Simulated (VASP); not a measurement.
Set up this calculation in VASP 6.6.1, as the native input.

```
Task                   : electric field gradients
Functional             : PBEsol
Potentials or basis    : VASP PAW PBE potentials, release 64 (Rb_sv, Cl)
Cutoff                 : 400 eV
k mesh                 : 7 × 7 × 7
Occupations            : fermi-dirac, width 0.02 eV
Spin                   : no spin polarisation
Dipole correction      : no
Further INCAR settings : ALGO = Normal; EDIFF = 1e-08; NBANDS = 15
```

The structure of RbCl lies in POSCAR:

```
RbCl
1.0
    0.0000000000      3.2848771563      3.2848771563
    3.2848771563      0.0000000000      3.2848771563
    3.2848771563      3.2848771563      0.0000000000
Rb Cl
1 1
Direct
    0.0000000000      0.0000000000      0.0000000000
    0.5000000000      0.5000000000      0.5000000000
```

This cell differs from its parent crystal: volume scaled by 1.01.

The input as run:

INCAR

```
SYSTEM = RbCl
  ALGO = Normal
  EDIFF = 1E-8
  ENCUT = 400
  GGA = PS
  GGA_COMPAT = .FALSE.
  ISIF = 2
  ISMEAR = -1
  LASPH = .TRUE.
  LCHARG = .FALSE.
  LEFG = .TRUE.
  LREAL = .FALSE.
  LWAVE = .FALSE.
  NBANDS = 15
  NELM = 120
  PREC = Accurate
  SIGMA = 0.02
```

KPOINTS

```
k-points
0
G
  7 7 7
  0 0 0
```

Potentials or basis: VASP PAW PBE potentials, release 64 (Rb_sv, Cl).

Run with:

```sh
$ cat potpaw_PBE.64/Rb_sv/POTCAR potpaw_PBE.64/Cl/POTCAR > POTCAR
$ mpirun -np 1 vasp_std > vasp.out
```

Results of the run:

The pressure is -0.2 GPa and the band gap on the k mesh is 4.86 eV, direct.

Caveat: without QUAD_EFG the Cq values of the log hold for a quadrupole moment of 1 mb, not for the nuclei; the PAW data sets were made with another functional, which shifts forces and pressure a little.

Run time: 33 s on 1 thread of Intel Xeon 8259CL (shared host), peak memory 0.17 GiB.
